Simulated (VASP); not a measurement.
Set up this calculation in VASP 6.6.1, as the native input.

```
Task                   : single point
Functional             : PBE
Potentials or basis    : VASP PAW PBE potentials, release 64 (Pt, Se)
Cutoff                 : 520 eV
k mesh                 : 14 × 14 × 9
Occupations            : fermi-dirac, width 0.05 eV
Spin                   : no spin polarisation
Dipole correction      : no
Further INCAR settings : ALGO = Normal; EDIFF = 1e-07; NBANDS = 18
```

The structure of PtSe2 lies in POSCAR:

```
PtSe2
1.0
    3.7768556256      0.0000000000      0.0000000000
   -1.8884278128      3.2708529181      0.0000000000
    0.0000000000      0.0000000000      5.0975089084
Pt Se
1 2
Direct
    0.0000000000      0.0000000000      0.0000000000
    0.3333333333      0.6666666667      0.2526425239
    0.6666666667      0.3333333333      0.7473574761
```

One way to write it, as run:

INCAR

```
PREC = Accurate
ENCUT = 520
EDIFF = 1E-7
ISMEAR = -1
SIGMA = 0.05
LREAL = False
LASPH = True
NELM = 80
ALGO = Normal
ISIF = 2
LWAVE = False
LCHARG = False
GGA = PE
NBANDS = 18
```

KPOINTS

```
regular mesh
0
Gamma
  14 14 9
```

Potentials or basis: VASP PAW PBE potentials, release 64 (Pt, Se).

The run is started by

```bash
$ cat potpaw_PBE.64/Pt/POTCAR potpaw_PBE.64/Se/POTCAR > POTCAR
$ mpirun -np 1 vasp_std > vasp.out
```

Results of the run:

* Pressure: 1.6 GPa
* Largest force: 0.012 eV/Å
* Band gap on the k mesh: zero (bands 11 and 12 overlap by 0.50 eV)

Caveat: spin-orbit coupling is left out, which moves the levels of the heavy elements.

Wall time 3.6 min on 1 thread of Intel Xeon 8259CL, on a shared host, peak memory 0.34 GiB.
